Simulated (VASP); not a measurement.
# AlN (Fm-3m) in VASP: further runs

The runs below take AlN through single point, with PBE.

The COD entry that gives the cell may itself be a prediction, so a difference from it is no test against experiment.

Program: VASP 6.6.1. These are calculated values, not measurements. Logs are shortened: lines on timing, memory, paths and dates and some standing lists are left out, and cuts for length are marked.

## 1. The cell of the first run

The structure is cubic, space group Fm-3m (No. 225). Conventional cell: a = 4.071 Å, b = 4.071 Å, c = 4.071 Å, α = 90.00°, β = 90.00°, γ = 90.00°. Al (site symmetry m-3m) has 6 N at 2.04 Å within 2.7 Å. N (site symmetry m-3m) has 6 Al at 2.04 Å within 2.7 Å.

## 2. Single point, PBE

Input file INCAR:

```
PREC = Accurate
ENCUT = 520
EDIFF = 1E-7
ISMEAR = 0
SIGMA = 0.1
LREAL = False
LASPH = True
NELM = 80
ALGO = Normal
ISIF = 2
LWAVE = False
LCHARG = True
GGA = PE
LELF = True
LVHAR = True
NBANDS = 11
```

Input file KPOINTS:

```
regular mesh
0
Gamma
  8 8 8
```

Input file POSCAR:

```
AlN
1.0
   -1.4392192107      1.4392192107      2.0354027376
    1.4392192107     -1.4392192107      2.0354027376
    1.4392192107      1.4392192107     -2.0354027376
Al N
1 1
Direct
    1.0000056710      1.0000056710      0.0000000000
    0.4999943290      0.4999943290      0.0000000000
```

Potentials or basis: VASP PAW PBE potentials, release 64 (Al, N).

On the command line:

```
cat potpaw_PBE.64/Al/POTCAR potpaw_PBE.64/N/POTCAR > POTCAR
mpirun -np 1 vasp_std > vasp.out
```

OUTCAR:

```text
PREC = Accurate
   ENCUT = 520
   EDIFF = 1E-7
   ISMEAR = 0
   LREAL = False
   LASPH = True
   NELM = 80
   ISIF = 2
   GGA = PE

 ion  position               nearest neighbor table
   1  0.000  0.000  0.000-   2 2.04   2 2.04   2 2.04   2 2.04   2 2.04   2 2.04
   2  0.500  0.500  0.000-   1 2.04   1 2.04   1 2.04   1 2.04   1 2.04   1 2.04

  LATTYP: Found a body centered tetragonal cell.
 ALAT       =     2.8784384214
 C/A-ratio  =     1.4142409457

  Lattice vectors:

 A1 = (  -1.4392192107,   1.4392192107,   2.0354027376)
 A2 = (   1.4392192107,  -1.4392192107,   2.0354027376)
 A3 = (   1.4392192107,   1.4392192107,  -2.0354027376)

Analysis of symmetry for initial positions (statically):
=====================================================================
 Subroutine PRICEL returns:
 Original cell was already a primitive cell.

 Routine SETGRP: Setting up the symmetry group for a
 body centered tetragonal supercell.

 Subroutine GETGRP returns: Found  8 space group operations
 (whereof  8 operations were pure point group operations)
 out of a pool of 16 trial point group operations.

The static configuration has the point symmetry C_4v.

Analysis of symmetry for dynamics (positions and initial velocities):
=====================================================================
 Subroutine PRICEL returns:
 Original cell was already a primitive cell.

 Routine SETGRP: Setting up the symmetry group for a
 body centered tetragonal supercell.

 Subroutine GETGRP returns: Found  8 space group operations
 (whereof  8 operations were pure point group operations)
 out of a pool of 16 trial point group operations.

The dynamic configuration has the point symmetry C_4v.

 Subroutine INISYM returns: Found  8 space group operations
 (whereof  8 operations are pure point group operations),
 and found     1 'primitive' translations

----------------------------------------------------------------------------------------

                                     Primitive cell

  volume of cell :      16.8641

  direct lattice vectors                    reciprocal lattice vectors
    -1.439219211  1.439219211  2.035402738     0.000000000  0.347410593  0.245651630
     1.439219211 -1.439219211  2.035402738     0.347410593  0.000000000  0.245651630
     1.439219211  1.439219211 -2.035402738     0.347410593  0.347410593  0.000000000

  length of vectors
     2.878466289  2.878466289  2.878466289     0.425486596  0.425486596  0.491312773

  position of ions in fractional coordinates (direct lattice)
     0.000005671  0.000005671  0.000000000
     0.499994329  0.499994329  0.000000000

  ion indices of the primitive-cell ions
   primitive index   ion index
                 1           1
                 2           2

----------------------------------------------------------------------------------------

 KPOINTS: regular mesh

Automatic generation of k-mesh.
 Grid dimensions read from file:
 generate k-points for:    8    8    8

 Generating k-lattice:

  Cartesian coordinates                     Fractional coordinates (reciprocal lattice)
     0.000000000  0.043426324  0.030706454     0.125000000  0.000000000  0.000000000
     0.043426324  0.000000000  0.030706454     0.000000000  0.125000000  0.000000000
     0.043426324  0.043426324  0.000000000     0.000000000  0.000000000  0.125000000

  Length of vectors
     0.053185825  0.053185825  0.061414097

  Shift w.r.t. Gamma in fractional coordinates (k-lattice)
     0.000000000  0.000000000  0.000000000

 Subroutine IBZKPT returns following result:
 ===========================================

 Found     59 irreducible k-points:

 Following reciprocal coordinates:
            Coordinates               Weight
  0.000000  0.000000  0.000000      1.000000
  0.125000  0.000000  0.000000      8.000000
  0.250000  0.000000  0.000000      8.000000
  0.375000  0.000000  0.000000      8.000000
  0.500000  0.000000  0.000000      4.000000
  0.125000  0.125000  0.000000      8.000000
[... 16 lines left out ...]
  0.250000  0.125000  0.125000     16.000000
  0.375000  0.125000  0.125000      8.000000
 [... further k-points ...]
   k-points           NKPTS =     59   k-points in BZ     NKDIM =     59   number of bands    NBANDS=     11
   number of dos      NEDOS =    301   number of ions     NIONS =      2
   total plane-waves  NPLWV =  13824
   dimension x,y,z NGX =    24 NGY =   24 NGZ =   24
   dimension x,y,z NGXF=    48 NGYF=   48 NGZF=   48
   ions per type =               1   1
   NGX,Y,Z   is equivalent  to a cutoff of  13.86, 13.86, 13.86 a.u.
   NGXF,Y,Z  is equivalent  to a cutoff of  27.72, 27.72, 27.72 a.u.
 SYSTEM =  unknown system
   PREC   = accura    normal or accurate (medium, high low for compatibility)
   ISTART =      0    job   : 0-new  1-cont  2-samecut
   ICHARG =      2    charge: 1-file 2-atom 10-const
   ISPIN  =      1    spin polarized calculation?
   LNONCOLLINEAR =      F non collinear calculations
   LSORBIT =      F    spin-orbit coupling
   LASPH  =      T    aspherical Exc in radial PAW
   ENCUT  =  520.0 eV  38.22 Ry    6.18 a.u.   5.35  5.35  5.35*2*pi/ulx,y,z
   NELM   =     80;   NELMIN=  2; NELMDL= -5     # of ELM steps
   EDIFF  = 0.1E-06   stopping-criterion for ELM
   LREAL  =      F    real-space projection
   EDIFFG = 0.1E-05   stopping-criterion for IOM
   NSW    =      0    number of steps for IOM
   IBRION =     -1    ionic relax: 0-MD 1-quasi-New 2-CG
   NFREE  =      0    steps in history (QN), initial steepest desc. (CG)
   ISIF   =      2    stress and relaxation
   ISYM   =      2    0-nonsym 1-usesym 2-fastsym
   POTIM  = 0.5000    time-step for ionic-motion
   TEBEG  =    0.0;   TEEND  =   0.0 temperature during run
   PSTRESS=    0.0 pullay stress
   NELECT =       8.0000    total number of electrons
   NUPDOWN=      -1.0000    fix difference up-down
   EMIN   =  10.00;   EMAX   =-10.00  energy-range for DOS
   EFERMI =   0.00;   METHOD = LEGACY
   ISMEAR =     0;   SIGMA  =   0.10  broadening in eV -4-tet -1-fermi 0-gaus
   EFERMI_NEDOS =   21; number of points for ismear=-14 and -15
   IALGO  =     38    algorithm
   IMIX   =      4    mixing-type and parameters
     AMIX     =   0.40;   BMIX     =  1.00
     AMIX_MAG =   1.60;   BMIX_MAG =  1.00
  volume/ion in A,a.u.               =       8.43        56.90
  Fermi-wavevector in a.u.,A,eV,Ry     =   1.276782  2.412768 22.179840  1.630172
  Thomas-Fermi vector in A             =   2.409419
   LORBIT       =      0    0 simple, 1 ext, 2 COOP (PROOUT), +10 PAW based schemes
   GGA     = PE    functional components
   LHFCALC =     F    Hartree Fock is set to
   AEXX    =    0.0000 exact exchange contribution
   IVDW    =     0    specifies the selected vdW correction
   LEPSILON=     F    determine dielectric tensor
   LRPA    =     F    only Hartree local field effects (RPA)
 non-spin polarized calculation
 Gauss-broadening in eV      SIGMA  =   0.10
  energy-cutoff  :      520.00
  volume of cell :       16.86
 maximum number of plane-waves:       469
 NGX is ok and might be reduce to    24
   NGX = 11   NGY = 11   NGZ = 11

 number of electron       8.0000000 magnetization

 Free energy of the ion-electron system (eV)
  ---------------------------------------------------
  ext. energy  EPLUGINS =         0.00000000
  ---------------------------------------------------
  free energy    TOTEN  =       -14.54550810 eV

  energy without entropy =      -14.54550810  energy(sigma->0) =      -14.54550810

 E-fermi :  10.2392     XC(G=0): -12.1905

 val. band max:        9.7022547186   @ k =   0.0000   0.0000   0.0000
 cond. band min:      14.1133184778   @ k =   0.5000   0.5000   0.0000
 fundamental gap:      4.4110637592
 Fermi energy:        10.2391879524

 k-point     1 :       0.0000    0.0000    0.0000
  band No.  band energies     occupation
      1      -7.6673      2.00000
      2       9.7021      2.00000
      3       9.7021      2.00000
      4       9.7023      2.00000
      5      15.0904      0.00000
      6      21.8029      0.00000
      7      21.8032      0.00000
      8      21.8032      0.00000
      9      26.8894      0.00000
     10      27.3416      0.00000
     11      27.3422      0.00000

 k-point     2 :       0.1250    0.0000    0.0000
  band No.  band energies     occupation
      1      -7.3543      2.00000
      2       8.2089      2.00000
      3       9.5236      2.00000
      4       9.5237      2.00000
      5      15.9737      0.00000
      6      20.6305      0.00000
      7      22.2023      0.00000
      8      22.2025      0.00000
      9      25.3744      0.00000
     10      25.3748      0.00000
     11      27.5627      0.00000

 k-point     3 :       0.2500    0.0000    0.0000
  band No.  band energies     occupation
      1      -6.4647      2.00000
      2       5.4073      2.00000
      3       9.1352      2.00000
      4       9.1352      2.00000
      5      16.3989      0.00000
      6      20.6625      0.00000
      7      21.8756      0.00000
      8      21.8760      0.00000
      9      25.7329      0.00000
     10      25.7330      0.00000
     11      26.5678      0.00000

 k-point     4 :       0.3750    0.0000    0.0000
  band No.  band energies     occupation
      1      -5.2307      2.00000
      2       2.7713      2.00000
      3       8.7935      2.00000
      4       8.7935      2.00000
      5      15.9273      0.00000
      6      20.9100      0.00000
      7      20.9105      0.00000
      8      22.0574      0.00000
      9      25.7715      0.00000
     10      28.2990      0.00000
     11      28.2991      0.00000

 k-point     5 :       0.5000    0.0000    0.0000
  band No.  band energies     occupation
      1      -4.4874      2.00000
      2       1.5276      2.00000
      3       8.6628      2.00000
      4       8.6629      2.00000
      5      15.7088      0.00000
      6      20.5372      0.00000
      7      20.5377      0.00000
      8      22.6967      0.00000
      9      25.5800      0.00000
     10      30.1504      0.00000
     11      30.1504      0.00000
[... 211 lines left out ...]
 k-point    21 :       0.5000    0.5000    0.0000
  band No.  band energies     occupation
      1      -3.5343      2.00000
      2       2.4569      2.00000
      3       6.9567      2.00000
      4       6.9569      2.00000
      5      14.1133      0.00000
      6      15.0383      0.00000
      7      23.5044      0.00000
      8      26.6322      0.00000
      9      26.6328      0.00000
     10      32.6529      0.00000
     11      35.3409      0.00000

 k-point    22 :       0.1250    0.1250    0.1250
  band No.  band energies     occupation
      1      -5.7321      2.00000
      2       5.0317      2.00000
      3       7.2032      2.00000
      4       8.5553      2.00000
      5      18.1036      0.00000
      6      18.4799      0.00000
      7      19.7854      0.00000
      8      23.3511      0.00000
      9      24.7191      0.00000
     10      29.0974      0.00000
     11      30.9128      0.00000

 k-point    23 :       0.2500    0.1250    0.1250
  band No.  band energies     occupation
      1      -4.6285      2.00000
      2       3.3375      2.00000
      3       6.2968      2.00000
      4       8.0302      2.00000
      5      17.8893      0.00000
      6      18.6856      0.00000
      7      20.3722      0.00000
      8      22.7525      0.00000
      9      26.4397      0.00000
     10      29.5893      0.00000
     11      31.3831      0.00000

 k-point    24 :       0.3750    0.1250    0.1250
  band No.  band energies     occupation
      1      -4.0020      2.00000
      2       2.4007      2.00000
      3       6.0768      2.00000
      4       7.7674      2.00000
      5      17.9912      0.00000
      6      18.0838      0.00000
      7      21.8163      0.00000
      8      22.2831      0.00000
      9      27.6284      0.00000
     10      28.4762      0.00000
     11      31.9095      0.00000

 [... further k-points ...]
[... 5 lines left out ...]
  --------------------------------------------------------------------------------------
  -------------------------------------------------------------------------------------
  Total       -0.0325958     -0.0325958     -0.0331137      0.0000000     -0.0000000      0.0000000
  in kB       -3.0967619     -3.0967619     -3.1459701      0.0000000     -0.0000000      0.0000000
  external PRESSURE =      -3.1131646 kB  Pullay stress =       0.0000000 kB

 VOLUME and BASIS-vectors are now :
 -----------------------------------------------------------------------------
  energy-cutoff  :      520.00
  volume of cell :       16.86
      direct lattice vectors                 reciprocal lattice vectors
    -1.439219211  1.439219211  2.035402738     0.000000000  0.347410593  0.245651630
     1.439219211 -1.439219211  2.035402738     0.347410593  0.000000000  0.245651630
     1.439219211  1.439219211 -2.035402738     0.347410593  0.347410593  0.000000000

 POSITION                                       TOTAL-FORCE (eV/Angst)
 -----------------------------------------------------------------------------------
      0.00000      0.00000      0.00002         0.000000      0.000000     -0.000302
      0.00000      0.00000      2.03538        -0.000000     -0.000000      0.000302
 -----------------------------------------------------------------------------------
    total drift:                                0.000000      0.000000      0.000000

  FREE ENERGIE OF THE ION-ELECTRON SYSTEM (eV)
  ---------------------------------------------------
  free  energy   TOTEN  =       -14.5455081029 eV

  energy  without entropy=      -14.5455081029  energy(sigma->0) =      -14.54550810
```

It took 24 s on 1 thread of AMD EPYC 7R13, shared host; peak memory 0.11 GiB.

What came out:

```
Free energy            : -14.5455 eV
Pressure               : -0.3 GPa
Band gap on the k mesh : 4.41 eV, indirect (least direct gap 5.39 eV)
```

[end of part 1 of 2]
